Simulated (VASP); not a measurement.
# Cs (P6_3/mmc) in VASP: further runs, part 2 of 2

VASP 6.6.1. The steps go on from the part before.

### Step 3. Single point, PBE

This run uses another cell than the first one, of 119.26 Å³/atom.

File INCAR:

```
PREC = Accurate
ENCUT = 520
EDIFF = 1E-7
ISMEAR = -1
SIGMA = 0.05
LREAL = False
LASPH = True
NELM = 60
ALGO = Fast
ISIF = 2
LWAVE = False
LCHARG = True
GGA = PE
LELF = True
LVHAR = True
NBANDS = 26
```

File KPOINTS:

```
regular mesh
0
Gamma
  6 6 2
```

File POSCAR:

```
Cs
1.0
    5.4906843673      0.0000000000      0.0000000000
   -2.7453421837      4.7550721463      0.0000000000
    0.0000000000      0.0000000000     18.2712529279
Cs
4
Direct
    0.6666666667      0.3333333333      0.7500000000
    0.0000000000      0.0000000000      0.5000000000
    0.3333333333      0.6666666667      0.2500000000
    0.0000000000      0.0000000000      0.0000000000
```

Potentials or basis: VASP PAW PBE potentials, release 64 (Cs_sv).

Command:

```console
$ cat potpaw_PBE.64/Cs_sv/POTCAR > POTCAR
$ mpirun -np 1 vasp_std > vasp.out
```

OUTCAR:

```text
PREC = Accurate
   ENCUT = 520
   EDIFF = 1E-7
   ISMEAR = -1
   LREAL = False
   LASPH = True
   NELM = 60
   ISIF = 2
   GGA = PE

 ion  position               nearest neighbor table
   1  0.667  0.333  0.750-
   2  0.000  0.000  0.500-
   3  0.333  0.667  0.250-
   4  0.000  0.000  0.000-

  LATTYP: Found a hexagonal cell.
 ALAT       =     5.4906843673
 C/A-ratio  =     3.3276822534

  Lattice vectors:

 A1 = (   5.4906843673,   0.0000000000,   0.0000000000)
 A2 = (  -2.7453421837,   4.7550721463,   0.0000000000)
 A3 = (   0.0000000000,   0.0000000000,  18.2712529279)

Analysis of symmetry for initial positions (statically):
=====================================================================
 Subroutine PRICEL returns:
 Original cell was already a primitive cell.

[... 159 lines left out ...]
  ext. energy  EPLUGINS =         0.00000000
  ---------------------------------------------------
  free energy    TOTEN  =        -3.41232985 eV

  energy without entropy =       -3.37038797  energy(sigma->0) =       -3.39135891

 E-fermi :   0.3655     XC(G=0):  -5.3154

 val. band max:        0.3601174983   @ k =   0.5000   0.0000   0.0000
 cond. band min:       0.4264201335   @ k =   0.5000   0.0000   0.5000
 fundamental gap:      0.0663026353
 Fermi energy:         0.3654575724

 k-point     1 :       0.0000    0.0000    0.0000
  band No.  band energies     occupation
      1     -23.5075      2.00000
      2     -23.5053      2.00000
      3     -23.5051      2.00000
      4     -23.5029      2.00000
      5     -10.3722      2.00000
      6     -10.3165      2.00000
[... 395 lines left out ...]
     25       1.6897      0.00000
     26       1.7229      0.00000

------------------------ aborting loop because EDIFF is reached ----------------------------------------

  FORCE on cell =-STRESS in cart. coord.  units (eV):
  Direction    XX          YY          ZZ          XY          YZ          ZX
  --------------------------------------------------------------------------------------
  -------------------------------------------------------------------------------------
  Total        0.0562195      0.0562195     -0.3616722     -0.0000000      0.0000000     -0.0000000
  in kB        0.1888189      0.1888189     -1.2147135     -0.0000000      0.0000000     -0.0000000
  external PRESSURE =      -0.2790252 kB  Pullay stress =       0.0000000 kB

 VOLUME and BASIS-vectors are now :
 -----------------------------------------------------------------------------
  energy-cutoff  :      520.00
  volume of cell :      477.04
      direct lattice vectors                 reciprocal lattice vectors
     5.490684367  0.000000000  0.000000000     0.182126659  0.105150876  0.000000000
    -2.745342184  4.755072146  0.000000000     0.000000000  0.210301751  0.000000000
     0.000000000  0.000000000 18.271252928     0.000000000  0.000000000  0.054730784

 POSITION                                       TOTAL-FORCE (eV/Angst)
 -----------------------------------------------------------------------------------
      2.74534      1.58502     13.70344         0.000000     -0.000000      0.000000
      0.00000      0.00000      9.13563         0.000000      0.000000      0.000000
     -0.00000      3.17005      4.56781        -0.000000     -0.000000     -0.000000
      0.00000      0.00000      0.00000        -0.000000      0.000000      0.000000
 -----------------------------------------------------------------------------------
    total drift:                               -0.000000      0.000000     -0.000000

  FREE ENERGIE OF THE ION-ELECTRON SYSTEM (eV)
  ---------------------------------------------------
  free  energy   TOTEN  =        -3.4123298521 eV

  energy  without entropy=       -3.3703879686  energy(sigma->0) =       -3.39135891
```

stdout:

```text
POSCAR found type information on POSCAR Cs
 POSCAR found :  1 types and       4 ions
 scaLAPACK will be used
 LDA part: xc-table for (Slater+PW92), standard interpolation
 POSCAR, INCAR and KPOINTS ok, starting setup
 FFT: planning ... GRIDC
 FFT: planning ... GRID_SOFT
 FFT: planning ... GRID
 WAVECAR not read
 entering main loop
WARNING in EDDRMM: call to ZHEGV failed, returncode =   8  4     20
WARNING in EDDRMM: call to ZHEGV failed, returncode =   8  4     17
```

Wall time 3.1 min (1 thread of Oxide Virtual Turin-like, shared host); peak memory 0.55 GiB.

Results:

```
Free energy            : -3.4123 eV
Pressure               : 0.0 GPa
Band gap on the k mesh : zero (bands 18 and 19 overlap by 1.75 eV)
```

Stress tensor (GPa, compression positive):
```
 0.02  0.00  0.00
 0.00  0.02  0.00
 0.00  0.00 -0.12
```

Caveat: spin-orbit coupling is left out, which moves the levels of the heavy elements.

### Step 4. Single point, PBE

This run uses another cell than the first one, of 121.74 Å³/atom.

File INCAR:

```
SYSTEM = Cs
  ALGO = Fast
  EDIFF = 1E-6
  ENCUT = 520
  GGA = PE
  ISIF = 2
  ISMEAR = -1
  LASPH = .True.
  LCHARG = .False.
  LREAL = .False.
  LWAVE = .False.
  NBANDS = 26
  NELM = 80
  PREC = Accurate
  SIGMA = 0.05
```

File KPOINTS:

```
k-points
0
Gamma
  6 6 2
  0 0 0
```

File POSCAR:

```
Cs
1.0
    5.5285523527      0.0000000000      0.0000000000
   -2.7642761764      4.7878667836      0.0000000000
    0.0000000000      0.0000000000     18.3972655509
Cs
4
Direct
    0.6666666667      0.3333333333      0.7500000000
    0.0000000000      0.0000000000      0.5000000000
    0.3333333333      0.6666666667      0.2500000000
    0.0000000000      0.0000000000      0.0000000000
```

Command:

```console
$ cat potpaw_PBE.64/Cs_sv/POTCAR > POTCAR
$ mpirun -np 1 vasp_std > vasp.out
```

Run time: 3.6 min. Hardware: 1 thread of Oxide Virtual Turin-like, shared host; peak memory 0.54 GiB.

The run converged. Its results:

```yaml
Free_energy: -3.4099 eV
Pressure: -0.1 GPa
Band_gap_on_the_k_mesh: zero (bands 18 and 19 overlap by 1.73 eV)
```

Stress tensor (GPa, compression positive):
```
-0.02  0.00  0.00
 0.00 -0.02  0.00
 0.00  0.00 -0.15
```

Levels at points of the mesh, in eV from the Fermi level:
| k point | band 16 | band 17 | band 18 | band 19 | band 20 | band 21 |
| --- | --- | --- | --- | --- | --- | --- |
| (0.00, 0.00, 0.00) | -10.64 | -1.62 | -1.06 | -1.05 | -0.05 | 0.67 |
| (0.50, 0.00, 0.00) | -10.65 | 0.00 | 0.19 | 0.21 | 0.32 | 0.76 |
| (0.00, 0.00, 0.50) | -10.64 | -1.47 | -1.47 | -0.47 | -0.47 | 1.03 |
| (0.50, 0.00, 0.50) | -10.66 | 0.06 | 0.06 | 0.30 | 0.30 | 0.79 |

Caveat: spin-orbit coupling is left out, which moves the levels of the heavy elements.

### Step 5. Single point, PBE

This run uses another cell than the first one, of 124.23 Å³/atom.

File INCAR:

```
SYSTEM = Cs
  PREC = Accurate
  ENCUT = 520
  EDIFF = 1E-7
  ISMEAR = -1
  SIGMA = 0.05
  LREAL = .FALSE.
  LASPH = .TRUE.
  NELM = 80
  ALGO = Fast
  ISIF = 2
  LWAVE = .FALSE.
  LCHARG = .TRUE.
  GGA = PE
  LELF = .TRUE.
  LVHAR = .TRUE.
  NBANDS = 26
```

File KPOINTS:

```
regular mesh
0
G
  6 6 2
  0 0 0
```

File POSCAR:

```
Cs
1.0
    5.5659085693      0.0000000000      0.0000000000
   -2.7829542847      4.8202182162      0.0000000000
    0.0000000000      0.0000000000     18.5215751700
Cs
4
Direct
    0.6666666667      0.3333333333      0.7500000000
    0.0000000000      0.0000000000      0.5000000000
    0.3333333333      0.6666666667      0.2500000000
    0.0000000000      0.0000000000      0.0000000000
```

Command:

```console
$ cat potpaw_PBE.64/Cs_sv/POTCAR > POTCAR
$ mpirun -np 1 vasp_std > vasp.out
```

Wall time 2.4 min (1 thread of Oxide Virtual Turin-like, shared host); peak memory 0.55 GiB.

The run converged. Its results:

| Property | Result |
| --- | --- |
| Free energy | -3.4052 eV |
| Pressure | -0.1 GPa |
| Band gap on the k mesh | zero (bands 18 and 19 overlap by 1.71 eV) |

Stress tensor (GPa, compression positive):
```
-0.06  0.00  0.00
 0.00 -0.06  0.00
 0.00  0.00 -0.19
```

Levels at points of the mesh, in eV from the Fermi level:
```csv
k point,band 16,band 17,band 18,band 19,band 20,band 21
"(0.00, 0.00, 0.00)",-10.65,-1.60,-1.04,-1.04,-0.04,0.65
"(0.50, 0.00, 0.00)",-10.67,0.00,0.20,0.21,0.33,0.75
"(0.00, 0.00, 0.50)",-10.65,-1.45,-1.45,-0.47,-0.47,1.03
"(0.50, 0.00, 0.50)",-10.67,0.07,0.07,0.30,0.30,0.79
```

Caveat: spin-orbit coupling is left out, which moves the levels of the heavy elements.

### Step 6. Summary

| cell | further INCAR settings | gap on the mesh (eV) | pressure (GPa) |
| --- | --- | --- | --- |
| a = 5.452, b = 5.452, c = 18.143 Å, angles 90.0, 90.0, 120.0°, 4 atoms | ALGO = Fast; EDIFF = 1e-06; NBANDS = 26 | none | 0.0 |
| a = 5.491, b = 5.491, c = 18.271 Å, angles 90.0, 90.0, 120.0°, 4 atoms | ALGO = Fast; EDIFF = 1e-07; NBANDS = 26 | none | 0.0 |
| a = 5.529, b = 5.529, c = 18.397 Å, angles 90.0, 90.0, 120.0°, 4 atoms | ALGO = Fast; EDIFF = 1e-06; NBANDS = 26 | none | -0.1 |
| a = 5.566, b = 5.566, c = 18.522 Å, angles 90.0, 90.0, 120.0°, 4 atoms | ALGO = Fast; EDIFF = 1e-07; NBANDS = 26 | none | -0.1 |

Alike in all rows: task single point; level PBE; potentials or basis VASP PAW PBE potentials, release 64 (Cs_sv); no spin polarisation; k mesh 6 × 6 × 2; cutoff (eV) 520; smearing fermi-dirac 0.05 eV.

Caveats: spin-orbit coupling is left out, which moves the levels of the heavy elements.

Total energies depend on the potentials used, so only differences within one code and one set of settings carry meaning.

The gap in the log of VASP goes by the Fermi energy; the results here count the filled bands.